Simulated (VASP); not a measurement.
A run of VASP 6.6.1 is set up as follows.

File INCAR:

```
PREC = Accurate
ENCUT = 520
EDIFF = 1E-6
ISMEAR = 0
SIGMA = 0.15
LREAL = F
LASPH = T
NELM = 60
ALGO = Normal
ISIF = 2
LWAVE = F
LCHARG = F
GGA = PS
IVDW = 12
NBANDS = 22
```

Contents of KPOINTS:

```
regular mesh
0
Gamma
  12 12 12
```

Contents of POSCAR:

```
InSb3
1.0
    0.0000000000      3.6620664019      3.6620664019
    3.6620664019      0.0000000000      3.6620664019
    3.6620664019      3.6620664019      0.0000000000
In Sb
1 3
Direct
    0.0034133734      0.0034133734     -0.0034133734
    0.2500000000      0.2500000000      0.2500000000
    0.7500000000      0.7500000000      0.7500000000
    0.5000000000      0.5000000000      0.5000000000
```

Potentials or basis: VASP PAW PBE potentials, release 64 (In_d, Sb).

The run is started by

```bash
$ cat potpaw_PBE.64/In_d/POTCAR potpaw_PBE.64/Sb/POTCAR > POTCAR
$ mpirun -np 1 vasp_std > vasp.out
```

Task: Predict the pressure.

Result: 0.3 GPa.

Task: Estimate the largest force.

Result: 0.085 eV/Å.

Task: Estimate the dispersion energy per atom.

Result: -0.511 eV.

Forces on the atoms (eV/Å):
```
In   0.000  0.000 -0.085
Sb   0.000  0.000  0.027
Sb   0.000  0.000  0.027
Sb   0.000  0.000  0.032
```

Caveat: the cell differs from its parent crystal (all In atoms moved +0.025 Å, as atom 1 along Cartesian [0 0 1]); the PAW data sets were made with another functional, which shifts forces and pressure a little.
